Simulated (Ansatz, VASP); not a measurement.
ScAl4N: VASP beside Ansatz

```
CELL_PARAMETERS angstrom
0.00000 3.50877 3.50877
3.50877 0.00000 3.50877
3.50877 3.50877 0.00000
ATOMIC_POSITIONS crystal
Sc 0.25000 0.25000 0.25000
Al 0.37538 0.87487 0.87487
Al 0.87487 0.87487 0.37538
Al 0.87487 0.37538 0.87487
Al 0.87487 0.87487 0.87487
N 0.50000 0.50000 0.50000
```

Change from the starting cell: species swapped into the LaCeRh4 type (F-43m, No. 216).

Alike in both runs: task single point; functional PBE; k mesh 4 × 4 × 4; occupations gaussian, width 0.1 eV; no spin polarisation.

|  | VASP | Ansatz |
| --- | --- | --- |
| version | VASP 6.6.1 | Ansatz 0.2.0 |
| potentials or method | VASP PAW PBE potentials, release 64 (Sc_sv, Al, N), cutoff 520 eV | scalar-relativistic, plane waves, PAW |
| valence electrons in the cell | 28 | 28 |

VASP gave:

```
gap on the k mesh at the Fermi level (eV) : none
pressure (GPa)                            : 18.5
rms of the force components (eV/Å)        : 0.292
```

Problem. Estimate Ansatz's values.

Solution. gap on the k mesh at the Fermi level (eV): none; pressure (GPa): 18.4; rms of the force components (eV/Å): 0.295.

Atom by atom the forces differ by 0.004 eV/Å (rms over components). A gap of «none» marks a metal or a gap that the smearing closes.

The k mesh is coarse, so the values compare programs but aren't converged.
